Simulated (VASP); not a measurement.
# Mo16H (a cell with a defect) in VASP: single point with PBE

Aim: the single point of Mo16H (a cell with a defect) with PBE.

Program: VASP 6.6.1. These are calculated values, not measurements. Logs are shortened: lines on timing, memory, paths and dates and some standing lists are left out, and cuts for length are marked.

**1. The cell of the first run**

The cell holds a defect, 17 atoms: a = 6.300 Å, b = 6.300 Å, c = 6.300 Å, α = 90.00°, β = 90.00°, γ = 90.00°.

**2. Single point, PBE**

Contents of INCAR:

```
PREC     = Accurate       # precision mode
ENCUT    = 520            # plane-wave cutoff, eV
EDIFF    = 1E-7           # SCF threshold, eV
ISMEAR   = 0              # smearing method
SIGMA    = 0.1            # smearing width, eV
LREAL    = Auto         
LASPH    = True           # aspherical terms in the spheres
NELM     = 80             # most SCF steps
ALGO     = Normal         # electronic algorithm
ISIF     = 2              # what is computed and relaxed
LWAVE    = False          # write WAVECAR
LCHARG   = True           # write CHGCAR
GGA      = PE             # functional
LELF     = True           # ELF
LVHAR    = True         
NBANDS   = 126            # bands
```

Contents of KPOINTS:

```
regular mesh
0
Gamma
  3 3 3
```

Contents of POSCAR:

```
Mo16H
1.0
    6.3000000000      0.0000000000      0.0000000000
    0.0000000000      6.3000000000      0.0000000000
    0.0000000000      0.0000000000      6.3000000000
Mo H
16 1
Direct
   -0.0009961905      0.0017877778      0.0003017460
    0.5006288889     -0.0000811111      0.0003006349
   -0.0104074603      0.5093222222      0.0003015873
   -0.0019841270     -0.0019357143      0.5003012698
    0.2526600000      0.2447349206      0.2667577778
    0.4988187302      0.5018647619      0.0003004762
    0.5035322222     -0.0027814286      0.5003026984
    0.7501552381      0.2509382540      0.2511903175
   -0.0012004762      0.5018600000      0.5003015873
    0.2495420635      0.7505168254      0.2513922222
    0.2526584127      0.2447352381      0.7338563492
    0.5021071429      0.5021425397      0.5003026984
    0.7482846032      0.7526885714      0.2513680952
    0.7501558730      0.2509377778      0.7494187302
    0.2495414286      0.7505169841      0.7492165079
    0.7482860317      0.7526884127      0.7492441270
    0.2145579365      0.3287214286      0.0003065079
```

Potentials or basis: VASP PAW PBE potentials, release 64 (Mo_sv, H).

On the command line:

```bash
> cat potpaw_PBE.64/Mo_sv/POTCAR potpaw_PBE.64/H/POTCAR > POTCAR
> mpirun -np 1 vasp_std > vasp.out
```

OUTCAR:

```text
PREC = Accurate
   ENCUT = 520
   EDIFF = 1E-7
   ISMEAR = 0
   LREAL = Auto
   LASPH = True
   NELM = 80
   ISIF = 2
   GGA = PE

 ion  position               nearest neighbor table
   1  0.999  0.002  0.000-  14 2.72   8 2.72  16 2.73  13 2.73  15 2.74  10 2.74  11 2.78   5 2.78
                             3 3.10   2 3.14   4 3.15   4 3.15   2 3.16   3 3.20
   2  0.501  1.000  0.000-  16 2.71  13 2.71  14 2.73   8 2.73  15 2.73  10 2.73  11 2.76   5 2.76
                             6 3.14   1 3.14   7 3.15   7 3.15   1 3.16   6 3.16
   3  0.990  0.509  0.000-  17 1.82  16 2.68  13 2.68  14 2.72   8 2.72  15 2.74  10 2.74  11 2.89
                             5 2.89   6 3.09   1 3.10   9 3.15   9 3.15   1 3.20   6 3.21
   4  0.998  0.998  0.500-   5 2.67  11 2.67  13 2.71  16 2.71  10 2.72  15 2.72   8 2.73  14 2.73
                             7 3.12   9 3.13   1 3.15   1 3.15   9 3.17   7 3.18
   5  0.253  0.245  0.267-  17 1.78   7 2.66   4 2.67  12 2.70   9 2.71   2 2.76   1 2.78   6 2.80
                             3 2.89  11 2.94  10 3.12   8 3.14   8 3.17  10 3.19  11 3.36
   6  0.499  0.502  0.000-  17 2.10  15 2.72  10 2.72  16 2.73  13 2.73  14 2.74   8 2.74  11 2.80
                             5 2.80   3 3.09   2 3.14  12 3.15  12 3.15   2 3.16   3 3.21
   7  0.504  0.997  0.500-   5 2.66  11 2.66  13 2.69  16 2.69   8 2.73  14 2.73  10 2.73  15 2.73
                             4 3.12  12 3.12   2 3.15   2 3.15  12 3.18   4 3.18
   8  0.750  0.251  0.251-  12 2.72   9 2.72   1 2.72   3 2.72   7 2.73   4 2.73   2 2.73   6 2.74
                             5 3.14  14 3.14  13 3.14  13 3.16  14 3.16   5 3.17
   9  0.999  0.502  0.500-   5 2.71  11 2.71  10 2.72  15 2.72   8 2.72  14 2.72  13 2.73  16 2.73
                             4 3.13  12 3.13   3 3.15   3 3.15  12 3.17   4 3.17
  10  0.250  0.751  0.251-   4 2.72   9 2.72   6 2.72   7 2.73  12 2.73   2 2.73   3 2.74   1 2.74
                             5 3.12  15 3.14  13 3.14  13 3.16  15 3.16   5 3.19
  11  0.253  0.245  0.734-  17 1.78   7 2.66   4 2.67  12 2.70   9 2.71   2 2.76   1 2.78   6 2.80
                             3 2.89   5 2.94  15 3.12  14 3.14  14 3.17  15 3.19   5 3.36
  12  0.502  0.502  0.500-   5 2.70  11 2.70  13 2.71  16 2.71   8 2.72  14 2.72  10 2.73  15 2.73
                             7 3.12   9 3.13   6 3.15   6 3.15   9 3.17   7 3.18
  13  0.748  0.753  0.251-   3 2.68   7 2.69   4 2.71  12 2.71   2 2.71   9 2.73   1 2.73   6 2.73
                            16 3.14   8 3.14  10 3.14  10 3.16   8 3.16  16 3.16
  14  0.750  0.251  0.749-  12 2.72   9 2.72   1 2.72   3 2.72   7 2.73   4 2.73   2 2.73   6 2.74
                            11 3.14   8 3.14  16 3.14  16 3.16   8 3.16  11 3.17
  15  0.250  0.751  0.749-   4 2.72   9 2.72   6 2.72   7 2.73  12 2.73   2 2.73   3 2.74   1 2.74
                            11 3.12  10 3.14  16 3.14  16 3.16  10 3.16  11 3.19
  16  0.748  0.753  0.749-   3 2.68   7 2.69   4 2.71  12 2.71   2 2.71   9 2.73   1 2.73   6 2.73
                            13 3.14  14 3.14  15 3.14  15 3.16  14 3.16  13 3.16
  17  0.215  0.329  0.000-  11 1.78   5 1.78   3 1.82   6 2.10

  LATTYP: Found a simple cubic cell.
 ALAT       =     6.3000000000

  Lattice vectors:

 A1 = (   6.3000000000,   0.0000000000,   0.0000000000)
 A2 = (   0.0000000000,   6.3000000000,   0.0000000000)
 A3 = (   0.0000000000,   0.0000000000,   6.3000000000)

Analysis of symmetry for initial positions (statically):
=====================================================================
 Subroutine PRICEL returns:
 Original cell was already a primitive cell.

 Routine SETGRP: Setting up the symmetry group for a
 simple cubic supercell.

 Subroutine GETGRP returns: Found  1 space group operations
 (whereof  1 operations were pure point group operations)
 out of a pool of 48 trial point group operations.

The static configuration has the point symmetry C_1 .

Analysis of symmetry for dynamics (positions and initial velocities):
=====================================================================
 Subroutine PRICEL returns:
 Original cell was already a primitive cell.

 Routine SETGRP: Setting up the symmetry group for a
 simple cubic supercell.

 Subroutine GETGRP returns: Found  1 space group operations
 (whereof  1 operations were pure point group operations)
 out of a pool of 48 trial point group operations.

The dynamic configuration has the point symmetry C_1 .

 Subroutine INISYM returns: Found  1 space group operations
 (whereof  1 operations are pure point group operations),
 and found     1 'primitive' translations

----------------------------------------------------------------------------------------

                                     Primitive cell

  volume of cell :     250.0470

  direct lattice vectors                    reciprocal lattice vectors
     6.300000000  0.000000000  0.000000000     0.158730159  0.000000000  0.000000000
     0.000000000  6.300000000  0.000000000     0.000000000  0.158730159  0.000000000
     0.000000000  0.000000000  6.300000000     0.000000000  0.000000000  0.158730159

[... 69 lines left out ...]
            Coordinates               Weight
  0.000000  0.000000  0.000000      1.000000
  0.333333  0.000000  0.000000      2.000000
  0.000000  0.333333  0.000000      2.000000
  0.000000  0.000000  0.333333      2.000000
  0.333333  0.333333  0.000000      2.000000
  0.000000  0.333333  0.333333      2.000000
  0.333333  0.000000  0.333333      2.000000
 -0.333333  0.333333  0.000000      2.000000
 -0.333333  0.000000  0.333333      2.000000
  0.000000 -0.333333  0.333333      2.000000
  0.333333  0.333333  0.333333      2.000000
 -0.333333  0.333333  0.333333      2.000000
 -0.333333 -0.333333  0.333333      2.000000
  0.333333 -0.333333  0.333333      2.000000
   k-points           NKPTS =     14   k-points in BZ     NKDIM =     14   number of bands    NBANDS=    126
   number of dos      NEDOS =    301   number of ions     NIONS =     17
   total plane-waves  NPLWV = 110592
   dimension x,y,z NGX =    48 NGY =   48 NGZ =   48
   dimension x,y,z NGXF=    96 NGYF=   96 NGZF=   96
   ions per type =              16   1
   NGX,Y,Z   is equivalent  to a cutoff of  12.67, 12.67, 12.67 a.u.
   NGXF,Y,Z  is equivalent  to a cutoff of  25.33, 25.33, 25.33 a.u.
 SYSTEM =  unknown system
   PREC   = accura    normal or accurate (medium, high low for compatibility)
   ISTART =      0    job   : 0-new  1-cont  2-samecut
   ICHARG =      2    charge: 1-file 2-atom 10-const
   ISPIN  =      1    spin polarized calculation?
   LNONCOLLINEAR =      F non collinear calculations
   LSORBIT =      F    spin-orbit coupling
   LASPH  =      T    aspherical Exc in radial PAW
   ENCUT  =  520.0 eV  38.22 Ry    6.18 a.u.  11.71 11.71 11.71*2*pi/ulx,y,z
   NELM   =     80;   NELMIN=  2; NELMDL= -5     # of ELM steps
   EDIFF  = 0.1E-06   stopping-criterion for ELM
   LREAL  =      T    real-space projection
   EDIFFG = 0.1E-05   stopping-criterion for IOM
   NSW    =      0    number of steps for IOM
   IBRION =     -1    ionic relax: 0-MD 1-quasi-New 2-CG
   NFREE  =      0    steps in history (QN), initial steepest desc. (CG)
   ISIF   =      2    stress and relaxation
   ISYM   =      2    0-nonsym 1-usesym 2-fastsym
   POTIM  = 0.5000    time-step for ionic-motion
   TEBEG  =    0.0;   TEEND  =   0.0 temperature during run
   PSTRESS=    0.0 pullay stress
   NELECT =     225.0000    total number of electrons
   NUPDOWN=      -1.0000    fix difference up-down
   EMIN   =  10.00;   EMAX   =-10.00  energy-range for DOS
   EFERMI =   0.00;   METHOD = LEGACY
   ISMEAR =     0;   SIGMA  =   0.10  broadening in eV -4-tet -1-fermi 0-gaus
   EFERMI_NEDOS =   21; number of points for ismear=-14 and -15
   IALGO  =     38    algorithm
   IMIX   =      4    mixing-type and parameters
     AMIX     =   0.40;   BMIX     =  1.00
     AMIX_MAG =   1.60;   BMIX_MAG =  1.00
  volume/ion in A,a.u.               =      14.71        99.26
  Fermi-wavevector in a.u.,A,eV,Ry     =   1.580502  2.986716 33.987182  2.497987
  Thomas-Fermi vector in A             =   2.680720
   LORBIT       =      0    0 simple, 1 ext, 2 COOP (PROOUT), +10 PAW based schemes
   GGA     = PE    functional components
   LHFCALC =     F    Hartree Fock is set to
   AEXX    =    0.0000 exact exchange contribution
   IVDW    =     0    specifies the selected vdW correction
   LEPSILON=     F    determine dielectric tensor
   LRPA    =     F    only Hartree local field effects (RPA)
 non-spin polarized calculation
 Gauss-broadening in eV      SIGMA  =   0.10
  energy-cutoff  :      520.00
  volume of cell :      250.05
 maximum number of plane-waves:      6763
   NGX = 23   NGY = 23   NGZ = 23

 number of electron     225.0000018 magnetization

 Free energy of the ion-electron system (eV)
  ---------------------------------------------------
  ext. energy  EPLUGINS =         0.00000000
  ---------------------------------------------------
  free energy    TOTEN  =      -177.70210474 eV

  energy without entropy =     -177.62292565  energy(sigma->0) =     -177.66251520

 E-fermi :  12.7820     XC(G=0): -13.4255

 val. band max:       12.7787326713   @ k =   0.3333   0.0000   0.0000
 cond. band min:      12.7944667282   @ k =   0.0000   0.0000   0.3333
 fundamental gap:      0.0157340569
 Fermi energy:        12.7820232117

 k-point     1 :       0.0000    0.0000    0.0000
  band No.  band energies     occupation
      1     -48.6143      2.00000
      2     -48.4018      2.00000
      3     -48.3851      2.00000
      4     -48.3684      2.00000
      5     -48.3638      2.00000
      6     -48.3571      2.00000
[... 1767 lines left out ...]
    123      14.0237      0.00000
    124      14.1032      0.00000
 [bands above 124 left out]

------------------------ aborting loop because EDIFF is reached ----------------------------------------

  FORCE on cell =-STRESS in cart. coord.  units (eV):
  Direction    XX          YY          ZZ          XY          YZ          ZX
  --------------------------------------------------------------------------------------
  -------------------------------------------------------------------------------------
  Total        8.5539089      9.0444987     13.0295355     -1.0345239     -0.0003814     -0.0001092
  in kB       54.8092119     57.9526677     83.4868101     -6.6287169     -0.0024440     -0.0006997
  external PRESSURE =      65.4162299 kB  Pullay stress =       0.0000000 kB

 VOLUME and BASIS-vectors are now :
 -----------------------------------------------------------------------------
  energy-cutoff  :      520.00
  volume of cell :      250.05
      direct lattice vectors                 reciprocal lattice vectors
     6.300000000  0.000000000  0.000000000     0.158730159  0.000000000  0.000000000
     0.000000000  6.300000000  0.000000000     0.000000000  0.158730159  0.000000000
     0.000000000  0.000000000  6.300000000     0.000000000  0.000000000  0.158730159

 POSITION                                       TOTAL-FORCE (eV/Angst)
 -----------------------------------------------------------------------------------
      6.29372      0.01126      0.00190        -0.020783     -0.013928      0.000106
      3.15396      6.29949      0.00189        -0.013241     -0.028371     -0.000258
      6.23443      3.20873      0.00190        -0.038335     -0.024593     -0.000175
      6.28750      6.28780      3.15190        -0.038039     -0.016215     -0.000114
      1.59176      1.54183      1.68057        -0.027113     -0.039795      0.002567
      3.14256      3.16175      0.00189        -0.025412     -0.012389      0.000138
[... 9 lines left out ...]
      4.71420      4.74194      4.72024         0.007610     -0.017628      0.003904
      1.35171      2.07095      0.00193         0.272187      0.292113      0.000104
 -----------------------------------------------------------------------------------
    total drift:                               -0.001273      0.000916     -0.002038

  FREE ENERGIE OF THE ION-ELECTRON SYSTEM (eV)
  ---------------------------------------------------
  free  energy   TOTEN  =      -177.7021047411 eV

  energy  without entropy=     -177.6229256499  energy(sigma->0) =     -177.66251520
```

Run time: 30 min. Hardware: 1 thread of Intel Xeon 8259CL, shared host; peak memory 0.49 GiB.

What came out:

| Quantity | Value |
| --- | --- |
| Free energy | -177.7021 eV |
| Pressure | 6.5 GPa |
| Largest force | 0.399 eV/Å |
| Band gap on the k mesh | zero (an odd number of electrons rules out a gap without spin polarisation) |

Forces in eV/Å, atoms in the order of the input:
```
Mo  -0.021 -0.014  0.000
Mo  -0.013 -0.028  0.000
Mo  -0.038 -0.025  0.000
Mo  -0.038 -0.016  0.000
Mo  -0.027 -0.040  0.003
Mo  -0.025 -0.012  0.000
Mo  -0.030 -0.005  0.000
Mo  -0.009 -0.016  0.004
Mo  -0.018 -0.017  0.000
Mo  -0.002 -0.010  0.005
Mo  -0.027 -0.039 -0.003
Mo  -0.027 -0.006  0.000
Mo   0.008 -0.017 -0.004
Mo  -0.010 -0.016 -0.004
Mo  -0.002 -0.011 -0.004
Mo   0.008 -0.018  0.004
H    0.272  0.292  0.000
```

Levels at points of the mesh, in eV from the Fermi level:
```csv
k point,band 108,band 109,band 110,band 111,band 112,band 113,band 114,band 115,band 116,band 117
"(0.00, 0.00, 0.00)",-0.75,-0.74,-0.73,-0.73,-0.69,0.53,0.58,0.69,0.73,0.76
```
